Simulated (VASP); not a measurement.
Write the native input for VASP 6.6.1 that does the following.

* Task: single point
* Functional: PBE
* Potentials or basis: VASP PAW PBE potentials, release 64 (Ru_pv)
* Cutoff: 500 eV
* k mesh: 20 × 20 × 11
* Occupations: fermi-dirac, width 0.05 eV
* Spin: no spin polarisation
* Dipole correction: no
* Further INCAR settings: ALGO = Normal; EDIFF = 1e-06; NBANDS = 21

The structure of Ru lies in POSCAR:

```
Ru
1.0
    2.6692306523      0.0000000000      0.0000000000
   -1.3346153262      2.3116215535      0.0000000000
    0.0000000000      0.0000000000      4.2240293924
Ru
2
Direct
    0.3333333333      0.6666666667      0.2500000000
    0.6666666667      0.3333333333      0.7500000000
```

This cell differs from its parent crystal: volume scaled by 0.96, then relaxed in part.

The input as run:

INCAR

```
SYSTEM = Ru
ALGO = Normal ; EDIFF = 1E-6
ENCUT = 500 ; GGA = PE
GGA_COMPAT = .False. ; ISIF = 2
ISMEAR = -1 ; LASPH = .True.
LCHARG = .True. ; LELF = .True.
LREAL = .False. ; LVHAR = .True.
LWAVE = .False. ; NBANDS = 21
NELM = 120 ; PREC = Accurate
SIGMA = 0.05
```

KPOINTS

```
k-points
0
Gamma
  20 20 11
  0 0 0
```

Potentials or basis: VASP PAW PBE potentials, release 64 (Ru_pv).

Command:

```console
$ cat potpaw_PBE.64/Ru_pv/POTCAR > POTCAR
$ mpirun -np 1 vasp_std > vasp.out
```

It gave:

* Pressure: 19.5 GPa
* Band gap on the k mesh: zero (band 14 reaches 15.33 eV, above the bottom of band 15 at 11.88 eV)

It took 3.4 min on 1 thread of AMD EPYC 7R13, with other jobs on the host, peak memory 0.19 GiB.
